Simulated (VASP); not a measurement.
# Li2S (Fm-3m) in VASP: further runs, part 2 of 2

VASP 6.6.1.

## Step 3: Single point, LDA (volume scaled by 1.04)

Input file INCAR:

```
SYSTEM = Li2S
PREC = Accurate
ENCUT = 750
EDIFF = 1E-6
ISMEAR = -1
SIGMA = 0.02
LREAL = .FALSE.
LASPH = .TRUE.
NELM = 120
ALGO = Normal
ISIF = 2
LWAVE = .FALSE.
LCHARG = .FALSE.
GGA = CA
NBANDS = 13
GGA_COMPAT = .FALSE.
```

Input file KPOINTS:

```
Automatic mesh
0
G
  7 7 7
  0 0 0
```

Input file POSCAR:

```
Li2S
1.0
    0.0000000000      2.8915569385      2.8915569385
    2.8915569385      0.0000000000      2.8915569385
    2.8915569385      2.8915569385      0.0000000000
Li S
2 1
Direct
    0.2500000000      0.2500000000      0.2500000000
    0.7500000000      0.7500000000      0.7500000000
    0.0000000000      0.0000000000      0.0000000000
```

Potentials or basis: VASP PAW LDA potentials, release 64 (Li_sv, S).

Started as:

```bash
> cat potpaw_LDA.64/Li_sv/POTCAR potpaw_LDA.64/S/POTCAR > POTCAR
> mpirun -np 1 vasp_std > vasp.out
```

OUTCAR:

```text
SYSTEM = Li2S
   PREC = Accurate
   ENCUT = 750
   EDIFF = 1E-6
   ISMEAR = -1
   LREAL = .FALSE.
   LASPH = .TRUE.
   NELM = 120
   ISIF = 2
   GGA = CA

 ion  position               nearest neighbor table
   1  0.250  0.250  0.250-   3 2.50   3 2.50   3 2.50   3 2.50
   2  0.750  0.750  0.750-   3 2.50   3 2.50   3 2.50   3 2.50
   3  0.000  0.000  0.000-   1 2.50   2 2.50   2 2.50   2 2.50   2 2.50   1 2.50   1 2.50   1 2.50

  LATTYP: Found a face centered cubic cell.
 ALAT       =     5.7831138770

  Lattice vectors:

 A1 = (   0.0000000000,   2.8915569385,   2.8915569385)
 A2 = (   2.8915569385,   0.0000000000,   2.8915569385)
 A3 = (   2.8915569385,   2.8915569385,   0.0000000000)

Analysis of symmetry for initial positions (statically):
=====================================================================
 Subroutine PRICEL returns:
 Original cell was already a primitive cell.

 Routine SETGRP: Setting up the symmetry group for a
 face centered cubic supercell.

 Subroutine GETGRP returns: Found 48 space group operations
 (whereof 48 operations were pure point group operations)
 out of a pool of 48 trial point group operations.

The static configuration has the point symmetry O_h .

Analysis of symmetry for dynamics (positions and initial velocities):
=====================================================================
 Subroutine PRICEL returns:
 Original cell was already a primitive cell.

 Routine SETGRP: Setting up the symmetry group for a
 face centered cubic supercell.

 Subroutine GETGRP returns: Found 48 space group operations
 (whereof 48 operations were pure point group operations)
 out of a pool of 48 trial point group operations.

The dynamic configuration has the point symmetry O_h .

 Subroutine INISYM returns: Found 48 space group operations
 (whereof 48 operations are pure point group operations),
 and found     1 'primitive' translations

----------------------------------------------------------------------------------------

                                     Primitive cell

  volume of cell :      48.3532

  direct lattice vectors                    reciprocal lattice vectors
     0.000000000  2.891556938  2.891556938    -0.172917224  0.172917224  0.172917224
     2.891556938  0.000000000  2.891556938     0.172917224 -0.172917224  0.172917224
     2.891556938  2.891556938  0.000000000     0.172917224  0.172917224 -0.172917224

  length of vectors
     4.089279039  4.089279039  4.089279039     0.299501418  0.299501418  0.299501418

  position of ions in fractional coordinates (direct lattice)
     0.250000000  0.250000000  0.250000000
     0.750000000  0.750000000  0.750000000
     0.000000000  0.000000000  0.000000000

  ion indices of the primitive-cell ions
   primitive index   ion index
                 1           1
                 2           2
                 3           3

----------------------------------------------------------------------------------------

 KPOINTS: Automatic mesh

Automatic generation of k-mesh.
 Grid dimensions read from file:
 generate k-points for:    7    7    7

[... 38 lines left out ...]
 -0.428571  0.428571  0.142857     24.000000
 -0.285714  0.428571  0.142857     24.000000
   k-points           NKPTS =     20   k-points in BZ     NKDIM =     20   number of bands    NBANDS=     13
   number of dos      NEDOS =    301   number of ions     NIONS =      3
   total plane-waves  NPLWV =  64000
   dimension x,y,z NGX =    40 NGY =   40 NGZ =   40
   dimension x,y,z NGXF=    80 NGYF=   80 NGZF=   80
   ions per type =               2   1
   NGX,Y,Z   is equivalent  to a cutoff of  16.26, 16.26, 16.26 a.u.
   NGXF,Y,Z  is equivalent  to a cutoff of  32.52, 32.52, 32.52 a.u.
 SYSTEM =  Li2S
   PREC   = accura    normal or accurate (medium, high low for compatibility)
   ISTART =      0    job   : 0-new  1-cont  2-samecut
   ICHARG =      2    charge: 1-file 2-atom 10-const
   ISPIN  =      1    spin polarized calculation?
   LNONCOLLINEAR =      F non collinear calculations
   LSORBIT =      F    spin-orbit coupling
   LASPH  =      T    aspherical Exc in radial PAW
   ENCUT  =  750.0 eV  55.12 Ry    7.42 a.u.   9.13  9.13  9.13*2*pi/ulx,y,z
   NELM   =    120;   NELMIN=  2; NELMDL= -5     # of ELM steps
   EDIFF  = 0.1E-05   stopping-criterion for ELM
   LREAL  =      F    real-space projection
   EDIFFG = 0.1E-04   stopping-criterion for IOM
   NSW    =      0    number of steps for IOM
   IBRION =     -1    ionic relax: 0-MD 1-quasi-New 2-CG
   NFREE  =      0    steps in history (QN), initial steepest desc. (CG)
   ISIF   =      2    stress and relaxation
   ISYM   =      2    0-nonsym 1-usesym 2-fastsym
   POTIM  = 0.5000    time-step for ionic-motion
   TEBEG  =    0.0;   TEEND  =   0.0 temperature during run
   PSTRESS=    0.0 pullay stress
   NELECT =      12.0000    total number of electrons
   NUPDOWN=      -1.0000    fix difference up-down
   EMIN   =  10.00;   EMAX   =-10.00  energy-range for DOS
   EFERMI =   0.00;   METHOD = LEGACY
   ISMEAR =    -1;   SIGMA  =   0.02  broadening in eV -4-tet -1-fermi 0-gaus
   EFERMI_NEDOS =   21; number of points for ismear=-14 and -15
   IALGO  =     38    algorithm
   IMIX   =      4    mixing-type and parameters
     AMIX     =   0.40;   BMIX     =  1.00
     AMIX_MAG =   1.60;   BMIX_MAG =  1.00
  volume/ion in A,a.u.               =      16.12       108.77
  Fermi-wavevector in a.u.,A,eV,Ry     =   1.028790  1.944132 14.400533  1.058409
  Thomas-Fermi vector in A             =   2.162805
   LORBIT       =      0    0 simple, 1 ext, 2 COOP (PROOUT), +10 PAW based schemes
   GGA     = CA    functional components
   LHFCALC =     F    Hartree Fock is set to
   AEXX    =    0.0000 exact exchange contribution
   IVDW    =     0    specifies the selected vdW correction
   LEPSILON=     F    determine dielectric tensor
   LRPA    =     F    only Hartree local field effects (RPA)
 non-spin polarized calculation
  energy-cutoff  :      750.00
  volume of cell :       48.35
 maximum number of plane-waves:      2281
 NGX is ok and might be reduce to    40
   NGX = 19   NGY = 19   NGZ = 19

 number of electron      11.9999997 magnetization

 Free energy of the ion-electron system (eV)
  ---------------------------------------------------
  ext. energy  EPLUGINS =         0.00000000
  ---------------------------------------------------
  free energy    TOTEN  =       -12.93870251 eV

  energy without entropy =      -12.93870251  energy(sigma->0) =      -12.93870251

 E-fermi :   1.5168     XC(G=0):  -8.6552

 val. band max:        1.1126293181   @ k =   0.0000   0.0000   0.0000
 cond. band min:       4.4487737836   @ k =   0.4286   0.4286   0.0000
 fundamental gap:      3.3361444654
 Fermi energy:         1.5168303849

 k-point     1 :       0.0000    0.0000    0.0000
  band No.  band energies     occupation
      1     -42.1668      2.00000
      2     -42.1262      2.00000
      3      -9.7486      2.00000
      4       1.1126      2.00000
      5       1.1126      2.00000
      6       1.1126      2.00000
      7       4.9554      0.00000
      8       7.1093      0.00000
      9       7.1093      0.00000
     10       7.1093      0.00000
     11      12.1147      0.00000
     12      12.1147      0.00000
     13      13.0236      0.00000
[... 290 lines left out ...]
  band No.  band energies     occupation
      1     -42.1464      2.00000
      2     -42.1447      2.00000
      3      -9.2294      2.00000
      4      -0.9031      2.00000
      5      -0.6990      2.00000
      6      -0.1967      2.00000
      7       6.1753      0.00000
      8       8.2036      0.00000
      9       9.6016      0.00000
     10      10.1090      0.00000
     11      11.5731      0.00000
     12      11.8234      0.00000
     13      14.1975      0.00000

------------------------ aborting loop because EDIFF is reached ----------------------------------------

  FORCE on cell =-STRESS in cart. coord.  units (eV):
  Direction    XX          YY          ZZ          XY          YZ          ZX
  --------------------------------------------------------------------------------------
  -------------------------------------------------------------------------------------
  Total       -1.2964912     -1.2964912     -1.2964912      0.0000000      0.0000000     -0.0000000
  in kB      -42.9590727    -42.9590727    -42.9590727      0.0000000      0.0000000     -0.0000000
  external PRESSURE =     -42.9590727 kB  Pullay stress =       0.0000000 kB

 VOLUME and BASIS-vectors are now :
 -----------------------------------------------------------------------------
  energy-cutoff  :      750.00
  volume of cell :       48.35
      direct lattice vectors                 reciprocal lattice vectors
     0.000000000  2.891556938  2.891556938    -0.172917224  0.172917224  0.172917224
     2.891556938  0.000000000  2.891556938     0.172917224 -0.172917224  0.172917224
     2.891556938  2.891556938  0.000000000     0.172917224  0.172917224 -0.172917224

 POSITION                                       TOTAL-FORCE (eV/Angst)
 -----------------------------------------------------------------------------------
      1.44578      1.44578      1.44578         0.000000      0.000000      0.000000
      4.33734      4.33734      4.33734        -0.000000     -0.000000     -0.000000
      0.00000      0.00000      0.00000         0.000000      0.000000      0.000000
 -----------------------------------------------------------------------------------
    total drift:                                0.000000     -0.000000      0.000000

  FREE ENERGIE OF THE ION-ELECTRON SYSTEM (eV)
  ---------------------------------------------------
  free  energy   TOTEN  =       -12.9387025080 eV

  energy  without entropy=      -12.9387025080  energy(sigma->0) =      -12.93870251
```

It took 9.3 s on 1 thread of Intel Xeon 6975P-C (Granite Rapids), shared host; peak memory 0.18 GiB.

What came out:

| Item | Value |
| --- | --- |
| Free energy | -12.9387 eV |
| Pressure | -4.3 GPa |
| Band gap on the k mesh | 3.34 eV, indirect (least direct gap 3.84 eV) |

 A k mesh can miss the band edges.

## Step 4: Single point, LDA (volume scaled by 0.96)

Input file INCAR:

```
PREC = Accurate ; ENCUT = 750
EDIFF = 1E-6 ; ISMEAR = -1
SIGMA = 0.02 ; LREAL = False
LASPH = True ; NELM = 120
ALGO = Normal ; ISIF = 2
LWAVE = False ; LCHARG = False
NBANDS = 13 ; GGA_COMPAT = False
```

Input file KPOINTS:

```
Automatic mesh
0
Gamma
  7 7 7
```

Input file POSCAR:

```
Li2S
1.0
    0.0000000000      2.8154277041      2.8154277041
    2.8154277041      0.0000000000      2.8154277041
    2.8154277041      2.8154277041      0.0000000000
Li S
2 1
Direct
    0.2500000000      0.2500000000      0.2500000000
    0.7500000000      0.7500000000      0.7500000000
    0.0000000000      0.0000000000      0.0000000000
```

Started as:

```bash
> cat potpaw_LDA.64/Li_sv/POTCAR potpaw_LDA.64/S/POTCAR > POTCAR
> mpirun -np 1 vasp_std > vasp.out
```

Wall time 7.4 s (1 thread of Intel Xeon 6975P-C (Granite Rapids), shared host); peak memory 0.17 GiB.

It converged, with:

| Property | Result |
| --- | --- |
| Free energy | -13.0068 eV |
| Pressure | -1.6 GPa |
| Band gap on the k mesh | 3.30 eV, indirect (least direct gap 4.25 eV) |

Levels at points of the mesh, in eV from the valence-band top:
| k point | band 2 | band 3 | band 4 | band 5 | band 6 | band 7 | band 8 | band 9 | band 10 | band 11 |
| --- | --- | --- | --- | --- | --- | --- | --- | --- | --- | --- |
| (0.00, 0.00, 0.00) | -43.08 | -11.07 | 0.00 | 0.00 | 0.00 | 4.25 | 6.03 | 6.03 | 6.03 | 11.22 |

 A k mesh can miss the band edges.

## Step 5: Single point, LDA (volume scaled by 0.99)

Input file INCAR:

```
ALGO = Normal
EDIFF = 1E-6
ENCUT = 750
GGA = CA
GGA_COMPAT = False
ISIF = 2
ISMEAR = -1
LASPH = True
LCHARG = False
LREAL = False
LWAVE = False
NBANDS = 13
NELM = 120
PREC = Accurate
SIGMA = 0.02
```

Input file KPOINTS:

```
k-points
0
Gamma
  7 7 7
```

Input file POSCAR:

```
Li2S
1.0
    0.0000000000      2.8444547782      2.8444547782
    2.8444547782      0.0000000000      2.8444547782
    2.8444547782      2.8444547782      0.0000000000
Li S
2 1
Direct
    0.2500000000      0.2500000000      0.2500000000
    0.7500000000      0.7500000000      0.7500000000
    0.0000000000      0.0000000000      0.0000000000
```

Started as:

```bash
> cat potpaw_LDA.64/Li_sv/POTCAR potpaw_LDA.64/S/POTCAR > POTCAR
> mpirun -np 1 vasp_std > vasp.out
```

Run time: 7.3 s. Hardware: 1 thread of Intel Xeon 6975P-C (Granite Rapids), shared host; peak memory 0.17 GiB.

It converged, with:

```
Free energy            : -12.9889 eV
Pressure               : -2.7 GPa
Band gap on the k mesh : 3.32 eV, indirect (least direct gap 4.09 eV)
```

Levels at points of the mesh, in eV from the valence-band top:
```csv
k point,band 4,band 5,band 6,band 7,band 8,band 9
"(0.00, 0.00, 0.00)",0.00,0.00,0.00,4.09,6.02,6.02
```

 A k mesh can miss the band edges.

## Step 6: The runs side by side

| cell | gap on the mesh (eV) | pressure (GPa) |
| --- | --- | --- |
| a = 4.050 Å, angles 60.0°, 3 atoms | 3.32 | -3.4 |
| a = 4.089 Å, angles 60.0°, 3 atoms | 3.34 | -4.3 |
| a = 3.982 Å, angles 60.0°, 3 atoms | 3.30 | -1.6 |
| a = 4.023 Å, angles 60.0°, 3 atoms | 3.32 | -2.7 |

Alike in all rows: task single point; level LDA; potentials or basis VASP PAW LDA potentials, release 64 (Li_sv, S); no spin polarisation; k mesh 7 × 7 × 7; cutoff (eV) 750; smearing fermi-dirac 0.02 eV.

Absolute energies hang on the potentials; compare differences alone.
